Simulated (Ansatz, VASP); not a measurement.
# KCaCl3: VASP beside Ansatz

```
K Ca Cl
1.0
     5.46742    0.00000    0.00000
     0.00000    5.46742    0.00000
     0.00000    0.00000    5.24872
K Ca Cl
1 1 3
Direct
  0.00000 0.00000 0.00000
  0.50000 0.50000 0.50000
  0.00000 0.50000 0.50000
  0.50000 0.00000 0.50000
  0.50000 0.50000 0.00000
```

Alike in both runs: task single point; functional LDA; k mesh 6 × 6 × 6; occupations gaussian, width 0.05 eV; no spin polarisation.

|  | VASP | Ansatz |
| --- | --- | --- |
| version | VASP 6.6.1 | Ansatz 0.2.0 |
| potentials or method | VASP PAW LDA potentials, release 64 (K_sv, Ca_sv, Cl), cutoff 520 eV | scalar-relativistic, plane waves, PAW |
| valence electrons in the cell | 40 | 40 |

|  | VASP | Ansatz | Ansatz less VASP |
| --- | --- | --- | --- |
| gap on the k mesh at the Fermi level (eV) | 4.34 | 4.33 | -0.006 |
| least direct gap on the mesh (eV) | 4.63 | 4.63 | -0.001 |
| pressure (GPa) | -2.5 | -2.6 | -0.05 |
| traceless stress, the component that is largest in VASP (GPa) | 1.23 | 1.20 | -0.024 |

LDA's correlation is that of Perdew and Zunger in VASP and of Perdew and Wang (1992) in Ansatz.
